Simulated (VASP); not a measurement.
# Cr (P-1) in VASP: notebook

Cr is run at these levels: PBE; tasks: single point.

Everything below comes from runs of VASP 6.6.1. Logs are shortened: lines on timing, memory, paths and dates and some standing lists are left out, and cuts for length are marked.

## Step 1: The cell of the first run

The typed cell holds 1 atom: a = 2.564 Å, b = 2.575 Å, c = 2.614 Å, α = 60.73°, β = 61.16°, γ = 60.86°.

## Step 2: Single point, PBE, collinear spin, ferromagnetic start

INCAR

```
SYSTEM = Cr
ALGO     = Normal         ! electronic algorithm
EDIFF    = 1E-6           ! SCF threshold, eV
ENCUT    = 700            ! plane-wave cutoff, eV
GGA      = PE             ! functional
GGA_COMPAT= .FALSE.      
ISIF     = 2              ! what is computed and relaxed
ISMEAR   = -1             ! smearing method
ISPIN    = 2              ! spin polarisation
LASPH    = .TRUE.         ! aspherical terms in the spheres
LCHARG   = .TRUE.         ! write CHGCAR
LELF     = .TRUE.         ! ELF
LMAXMIX  = 4              ! l up to which the mixer works
LORBIT   = 11             ! projections on sites
LREAL    = .FALSE.        ! projectors in reciprocal space
LVHAR    = .TRUE.       
LWAVE    = .FALSE.        ! write WAVECAR
MAGMOM   = 2.2            ! initial moments
NBANDS   = 17             ! bands
NELM     = 200            ! most SCF steps
NUPDOWN  = 2.2            ! fixed moment
PREC     = Accurate       ! precision mode
SIGMA    = 0.05           ! smearing width, eV
```

KPOINTS

```
k-points
0
G
  10 10 10
  0 0 0
```

POSCAR

```
Cr
1.0
   -0.0174283700      1.8156326700      1.8106573700
    1.8310089900     -0.0170405700      1.8102695700
    1.8558983200      1.8401342100     -0.0419299100
Cr
1
Direct
    0.0000000000      0.0000000000      0.0000000000
```

Potentials or basis: VASP PAW PBE potentials, release 64 (Cr_sv).

Started as:

```bash
$ cat potpaw_PBE.64/Cr_sv/POTCAR > POTCAR
$ mpirun -np 1 vasp_std > vasp.out
```

OUTCAR:

```text
SYSTEM = Cr
   EDIFF = 1E-6
   ENCUT = 700
   GGA = PE
   ISIF = 2
   ISMEAR = -1
   ISPIN = 2
   LASPH = .TRUE.
   LORBIT = 11
   LREAL = .FALSE.
   NELM = 200
   NUPDOWN = 2.2
   PREC = Accurate

 ion  position               nearest neighbor table
   1  0.000  0.000  0.000-

  LATTYP: Found a triclinic cell.
 ALAT       =     4.4579143179
 B/A-ratio  =     0.5752097813
 C/A-ratio  =     0.5884016498
 COS(alpha) =     0.0026486038
 COS(beta)  =     0.3043724544
 COS(gamma) =     0.8580110302

  Lattice vectors:

 A1 = (  -1.8384699500,  -3.6557668800,  -1.7687274600)
 A2 = (   0.0174283700,  -1.8156326700,  -1.8106573700)
 A3 = (  -0.0248893300,  -1.8571747800,   1.8521994800)

Analysis of symmetry for initial positions (statically):
=====================================================================
 Subroutine PRICEL returns:
 Original cell was already a primitive cell.

 Routine SETGRP: Setting up the symmetry group for a
 triclinic supercell.

 Subroutine GETGRP returns: Found  2 space group operations
 (whereof  2 operations were pure point group operations)
 out of a pool of  2 trial point group operations.

The static configuration has the point symmetry S_2 .

Analysis of symmetry for dynamics (positions and initial velocities):
=====================================================================
 Subroutine PRICEL returns:
 Original cell was already a primitive cell.

 Routine SETGRP: Setting up the symmetry group for a
 triclinic supercell.

 Subroutine GETGRP returns: Found  2 space group operations
 (whereof  2 operations were pure point group operations)
 out of a pool of  2 trial point group operations.

The dynamic configuration has the point symmetry S_2 .

Analysis of structural, dynamic, and magnetic symmetry:
=====================================================================
 Subroutine PRICEL returns:
 Original cell was already a primitive cell.

 Routine SETGRP: Setting up the symmetry group for a
 triclinic supercell.

 Subroutine GETGRP returns: Found  2 space group operations
 (whereof  2 operations were pure point group operations)
 out of a pool of  2 trial point group operations.

The overall configuration has the point symmetry S_2 .

 Subroutine INISYM returns: Found  2 space group operations
 (whereof  2 operations are pure point group operations),
 and found     1 'primitive' translations

----------------------------------------------------------------------------------------

                                     Primitive cell

  volume of cell :      12.4553

  direct lattice vectors                    reciprocal lattice vectors
    -0.017428370  1.815632670  1.810657370    -0.267390350  0.275902865  0.273050868
     1.831008990 -0.017040570  1.810269570     0.273617217 -0.269738007  0.273112875
     1.855898320  1.840134210 -0.041929910     0.266363859  0.268711517 -0.266886010

  length of vectors
     2.564235920  2.574870913  2.613849767     0.471356306  0.471397514  0.463015904

  position of ions in fractional coordinates (direct lattice)
     0.000000000  0.000000000  0.000000000

  ion indices of the primitive-cell ions
   primitive index   ion index
                 1           1

----------------------------------------------------------------------------------------

 KPOINTS: k-points

Automatic generation of k-mesh.
 Grid dimensions read from file:
 generate k-points for:   10   10   10

 Generating k-lattice:

  Cartesian coordinates                     Fractional coordinates (reciprocal lattice)
    -0.026739035  0.027590286  0.027305087     0.100000000  0.000000000  0.000000000
     0.027361722 -0.026973801  0.027311288     0.000000000  0.100000000 -0.000000000
     0.026636386  0.026871152 -0.026688601     0.000000000  0.000000000  0.100000000

  Length of vectors
     0.047135631  0.047139751  0.046301590

  Shift w.r.t. Gamma in fractional coordinates (k-lattice)
     0.000000000  0.000000000  0.000000000

 Subroutine IBZKPT returns following result:
 ===========================================

 Found    504 irreducible k-points:

 Following reciprocal coordinates:
            Coordinates               Weight
  0.000000  0.000000  0.000000      1.000000
  0.100000 -0.000000  0.000000      2.000000
  0.200000 -0.000000  0.000000      2.000000
  0.300000 -0.000000  0.000000      2.000000
  0.400000 -0.000000  0.000000      2.000000
  0.500000 -0.000000 -0.000000      1.000000
[... 16 lines left out ...]
 -0.400000  0.200000 -0.000000      2.000000
 -0.300000  0.200000  0.000000      2.000000
 [... further k-points ...]
   k-points           NKPTS =    504   k-points in BZ     NKDIM =    504   number of bands    NBANDS=     17
   number of dos      NEDOS =    301   number of ions     NIONS =      1
   total plane-waves  NPLWV =  13824
   dimension x,y,z NGX =    24 NGY =   24 NGZ =   24
   dimension x,y,z NGXF=    48 NGYF=   48 NGZF=   48
   ions per type =               1
   NGX,Y,Z   is equivalent  to a cutoff of  15.56, 15.50, 15.26 a.u.
   NGXF,Y,Z  is equivalent  to a cutoff of  31.12, 30.99, 30.53 a.u.
 SYSTEM =  Cr
   PREC   = accura    normal or accurate (medium, high low for compatibility)
   ISTART =      0    job   : 0-new  1-cont  2-samecut
   ICHARG =      2    charge: 1-file 2-atom 10-const
   ISPIN  =      2    spin polarized calculation?
   LNONCOLLINEAR =      F non collinear calculations
   LSORBIT =      F    spin-orbit coupling
   LASPH  =      T    aspherical Exc in radial PAW
   ENCUT  =  700.0 eV  51.45 Ry    7.17 a.u.   5.53  5.55  5.64*2*pi/ulx,y,z
   NELM   =    200;   NELMIN=  2; NELMDL= -5     # of ELM steps
   EDIFF  = 0.1E-05   stopping-criterion for ELM
   LREAL  =      F    real-space projection
   EDIFFG = 0.1E-04   stopping-criterion for IOM
   NSW    =      0    number of steps for IOM
   IBRION =     -1    ionic relax: 0-MD 1-quasi-New 2-CG
   NFREE  =      0    steps in history (QN), initial steepest desc. (CG)
   ISIF   =      2    stress and relaxation
   ISYM   =      2    0-nonsym 1-usesym 2-fastsym
   POTIM  = 0.5000    time-step for ionic-motion
   TEBEG  =    0.0;   TEEND  =   0.0 temperature during run
   PSTRESS=    0.0 pullay stress
   NELECT =      14.0000    total number of electrons
   NUPDOWN=       2.2000    fix difference up-down
   EMIN   =  10.00;   EMAX   =-10.00  energy-range for DOS
   EFERMI =   0.00;   METHOD = LEGACY
   ISMEAR =    -1;   SIGMA  =   0.05  broadening in eV -4-tet -1-fermi 0-gaus
   EFERMI_NEDOS =   21; number of points for ismear=-14 and -15
   IALGO  =     38    algorithm
   IMIX   =      4    mixing-type and parameters
     AMIX     =   0.40;   BMIX     =  1.00
     AMIX_MAG =   1.60;   BMIX_MAG =  1.00
  volume/ion in A,a.u.               =      12.46        84.05
  Fermi-wavevector in a.u.,A,eV,Ry     =   1.702157  3.216610 39.420672  2.897338
  Thomas-Fermi vector in A             =   2.781978
   LORBIT       =     11    0 simple, 1 ext, 2 COOP (PROOUT), +10 PAW based schemes
   GGA     = PE    functional components
   LHFCALC =     F    Hartree Fock is set to
   AEXX    =    0.0000 exact exchange contribution
   IVDW    =     0    specifies the selected vdW correction
   LEPSILON=     F    determine dielectric tensor
   LRPA    =     F    only Hartree local field effects (RPA)
 spin polarized calculation
  energy-cutoff  :      700.00
  volume of cell :       12.46
 maximum number of plane-waves:       540
 NGX is ok and might be reduce to    24
   NGX = 11   NGY = 11   NGZ = 11

 number of electron      13.9999997 magnetization       2.1999999

 Free energy of the ion-electron system (eV)
  ---------------------------------------------------
  ext. energy  EPLUGINS =         0.00000000
  ---------------------------------------------------
  free energy    TOTEN  =        -8.72216883 eV

  energy without entropy =       -8.70554757  energy(sigma->0) =       -8.71385820

 E-fermi :  12.3811     XC(G=0): -13.2104

 val. band max:       13.3571190100   @ k =   0.2000   0.5000   0.2000
 cond. band min:      12.3818936057   @ k =  -0.3000   0.3000   0.0000
 fundamental gap:     -0.9752254043
 Fermi energy:        13.3580233821

 spin component 1

 k-point     1 :       0.0000    0.0000    0.0000
  band No.  band energies     occupation
      1     -59.4811      1.00000
      2     -30.4076      1.00000
      3     -30.3791      1.00000
      4     -30.3600      1.00000
      5       4.7141      1.00000
      6      11.4533      1.00000
[... 9 lines left out ...]
     16      41.4418      0.00000
     17      41.7447      0.00000

 k-point     2 :       0.1000   -0.0000    0.0000
  band No.  band energies     occupation
      1     -59.4672      1.00000
      2     -30.4540      1.00000
      3     -30.4090      1.00000
      4     -30.3744      1.00000
      5       5.0991      1.00000
      6      11.4326      1.00000
[... 9 lines left out ...]
     16      41.3389      0.00000
     17      42.0068      0.00000
[... 421 lines left out ...]
 k-point    24 :      -0.3000    0.2000    0.0000
  band No.  band energies     occupation
      1     -59.3346      1.00000
      2     -30.9385      1.00000
      3     -30.6515      1.00000
      4     -30.4857      1.00000
      5       9.0613      1.00000
      6      10.7157      1.00000
[... 9 lines left out ...]
     16      41.9729      0.00000
     17      48.1136      0.00000

 [... further k-points ...]

 spin component 2

 k-point     1 :       0.0000    0.0000    0.0000
  band No.  band energies     occupation
      1     -57.4565      1.00000
      2     -28.3875      1.00000
      3     -28.3746      1.00000
      4     -28.3642      1.00000
      5       5.6390      1.00000
      6      13.1617      0.00000
[... 9 lines left out ...]
     16      42.3395      0.00000
     17      42.7275      0.00000

 k-point     2 :       0.1000   -0.0000    0.0000
  band No.  band energies     occupation
      1     -57.4421      1.00000
      2     -28.4500      1.00000
      3     -28.3930      1.00000
      4     -28.3783      1.00000
      5       6.0259      1.00000
      6      13.1192      0.00000
[... 9 lines left out ...]
     16      42.4265      0.00000
     17      43.2084      0.00000
[... 421 lines left out ...]
 k-point    24 :      -0.3000    0.2000    0.0000
  band No.  band energies     occupation
      1     -57.3043      1.00000
      2     -28.9596      1.00000
      3     -28.6571      1.00000
      4     -28.4792      1.00000
      5      10.2326      1.00000
      6      12.1695      0.98569
[... 9 lines left out ...]
     16      43.1889      0.00000
     17      49.3377      0.00000

 [... further k-points ...]

------------------------ aborting loop because EDIFF is reached ----------------------------------------

  FORCE on cell =-STRESS in cart. coord.  units (eV):
  Direction    XX          YY          ZZ          XY          YZ          ZX
  --------------------------------------------------------------------------------------
  -------------------------------------------------------------------------------------
  Total        0.8746310      0.9454360      0.9769832     -0.0447788      0.2576442      0.2554416
  in kB      112.5075282    121.6154822    125.6735304     -5.7600854     33.1418817     32.8585429
  external PRESSURE =     119.9321803 kB  Pullay stress =       0.0000000 kB

 VOLUME and BASIS-vectors are now :
 -----------------------------------------------------------------------------
  energy-cutoff  :      700.00
  volume of cell :       12.46
      direct lattice vectors                 reciprocal lattice vectors
    -0.017428370  1.815632670  1.810657370    -0.267390350  0.275902865  0.273050868
     1.831008990 -0.017040570  1.810269570     0.273617217 -0.269738007  0.273112875
     1.855898320  1.840134210 -0.041929910     0.266363859  0.268711517 -0.266886010

 POSITION                                       TOTAL-FORCE (eV/Angst)
 -----------------------------------------------------------------------------------
      0.00000      0.00000      0.00000        -0.000000     -0.000000     -0.000000
 -----------------------------------------------------------------------------------
    total drift:                                0.000000      0.000000      0.000000

  FREE ENERGIE OF THE ION-ELECTRON SYSTEM (eV)
  ---------------------------------------------------
  free  energy   TOTEN  =        -8.7221688262 eV

  energy  without entropy=       -8.7055475726  energy(sigma->0) =       -8.71385820

 total charge

# of ion       s       p       d       tot
------------------------------------------
    1        2.189   6.004   3.603  11.795

 magnetization (x)

# of ion       s       p       d       tot
------------------------------------------
    1        0.007   0.030   1.786   1.823
```

Wall time 2.7 min (1 thread of Intel Xeon Platinum 8488C (Sapphire Rapids), shared host); peak memory 0.34 GiB.

Results:

```
Free energy                                           : -8.7222 eV
Pressure                                              : 12.0 GPa
Net moment                                            : 2.20 μB per cell
Site moments                                          : Cr +1.82 μB
Valence electrons inside the program's atomic spheres : Cr 11.79
```

Caveat: the cell stands under pressure; the total moment is fixed, so each spin has its own Fermi level and the state may be an excited one.

## Step 3: Single point, PBE, collinear spin, ferromagnetic start

INCAR

```
SYSTEM = Cr
  ALGO = Normal
  EDIFF = 1E-6
  ENCUT = 700
  GGA = PE
  GGA_COMPAT = .FALSE.
  ISIF = 2
  ISMEAR = -1
  ISPIN = 2
  LASPH = .TRUE.
  LCHARG = .TRUE.
  LELF = .TRUE.
  LMAXMIX = 4
  LORBIT = 11
  LREAL = .FALSE.
  LVHAR = .TRUE.
  LWAVE = .FALSE.
  MAGMOM = 1.5
  NBANDS = 17
  NELM = 200
  NUPDOWN = 1.5
  PREC = Accurate
  SIGMA = 0.05
```

KPOINTS is that of step 2.

POSCAR is that of step 2.

Potentials or basis: VASP PAW PBE potentials, release 64 (Cr_sv).

Started as:

```bash
$ cat potpaw_PBE.64/Cr_sv/POTCAR > POTCAR
$ mpirun -np 1 vasp_std > vasp.out
```

OUTCAR:

```text
SYSTEM = Cr
   EDIFF = 1E-6
   ENCUT = 700
   GGA = PE
   ISIF = 2
   ISMEAR = -1
   ISPIN = 2
   LASPH = .TRUE.
   LORBIT = 11
   LREAL = .FALSE.
   NELM = 200
   NUPDOWN = 1.5
   PREC = Accurate

 ion  position               nearest neighbor table
   1  0.000  0.000  0.000-

  LATTYP: Found a triclinic cell.
 ALAT       =     4.4579143179
 B/A-ratio  =     0.5752097813
 C/A-ratio  =     0.5884016498
 COS(alpha) =     0.0026486038
 COS(beta)  =     0.3043724544
 COS(gamma) =     0.8580110302

  Lattice vectors:

 A1 = (  -1.8384699500,  -3.6557668800,  -1.7687274600)
 A2 = (   0.0174283700,  -1.8156326700,  -1.8106573700)
 A3 = (  -0.0248893300,  -1.8571747800,   1.8521994800)

Analysis of symmetry for initial positions (statically):
=====================================================================
 Subroutine PRICEL returns:
 Original cell was already a primitive cell.

 Routine SETGRP: Setting up the symmetry group for a
 triclinic supercell.
[... 192 lines left out ...]
      3     -30.3650      1.00000
      4     -30.3389      1.00000
      5       4.8554      1.00000
      6      11.5212      1.00000
[... 459 lines left out ...]
      6      10.8054      1.00000
[... 9 lines left out ...]
     16      42.1051      0.00000
     17      48.2333      0.00000

 [... further k-points ...]

 spin component 2

 k-point     1 :       0.0000    0.0000    0.0000
  band No.  band energies     occupation
      1     -58.0687      1.00000
      2     -29.0011      1.00000
      3     -28.9664      1.00000
      4     -28.9460      1.00000
      5       5.4443      1.00000
      6      12.6681      0.00672
[... 459 lines left out ...]
      6      11.7942      1.00000
[... 9 lines left out ...]
     16      42.9015      0.00000
     17      49.0621      0.00000

 [... further k-points ...]

------------------------ aborting loop because EDIFF is reached ----------------------------------------

  FORCE on cell =-STRESS in cart. coord.  units (eV):
  Direction    XX          YY          ZZ          XY          YZ          ZX
  --------------------------------------------------------------------------------------
  -------------------------------------------------------------------------------------
  Total       -0.0569584     -0.0248887     -0.0078433     -0.0300085      0.2334025      0.2334959
  in kB       -7.3267989     -3.2015413     -1.0089204     -3.8601241     30.0235590     30.0355827
  external PRESSURE =      -3.8457535 kB  Pullay stress =       0.0000000 kB

 VOLUME and BASIS-vectors are now :
 -----------------------------------------------------------------------------
  energy-cutoff  :      700.00
  volume of cell :       12.46
      direct lattice vectors                 reciprocal lattice vectors
    -0.017428370  1.815632670  1.810657370    -0.267390350  0.275902865  0.273050868
     1.831008990 -0.017040570  1.810269570     0.273617217 -0.269738007  0.273112875
     1.855898320  1.840134210 -0.041929910     0.266363859  0.268711517 -0.266886010

 POSITION                                       TOTAL-FORCE (eV/Angst)
 -----------------------------------------------------------------------------------
      0.00000      0.00000      0.00000         0.000000     -0.000000      0.000000
 -----------------------------------------------------------------------------------
    total drift:                               -0.000000     -0.000000     -0.000000

  FREE ENERGIE OF THE ION-ELECTRON SYSTEM (eV)
  ---------------------------------------------------
  free  energy   TOTEN  =        -8.9994617277 eV

  energy  without entropy=       -8.9860992398  energy(sigma->0) =       -8.99278048

 total charge

# of ion       s       p       d       tot
------------------------------------------
    1        2.188   6.007   3.567  11.763

 magnetization (x)

# of ion       s       p       d       tot
------------------------------------------
    1        0.005   0.018   1.239   1.261
```

stdout:

```text
POSCAR found type information on POSCAR Cr
 POSCAR found :  1 types and       1 ions
 scaLAPACK will be used
 LDA part: xc-table for (Slater+PW92), standard interpolation
 POSCAR, INCAR and KPOINTS ok, starting setup
 FFT: planning ... GRIDC
 FFT: planning ... GRID_SOFT
 FFT: planning ... GRID
 WAVECAR not read
 entering main loop
```

Run time: 4.3 min. Hardware: 1 thread of AMD EPYC 7R13 (Zen 3), shared host; peak memory 0.31 GiB.

What came out:

| Item | Value |
| --- | --- |
| Free energy | -8.9995 eV |
| Pressure | -0.4 GPa |
| Net moment | 1.50 μB per cell |
| Site moments | Cr +1.26 μB |
| Valence electrons inside the program's atomic spheres | Cr 11.76 |

Stress tensor (GPa, compression positive):
```
-0.73 -0.39  3.00
-0.39 -0.32  3.00
 3.00  3.00 -0.10
```

Caveat: the total moment is fixed, so each spin has its own Fermi level and the state may be an excited one.
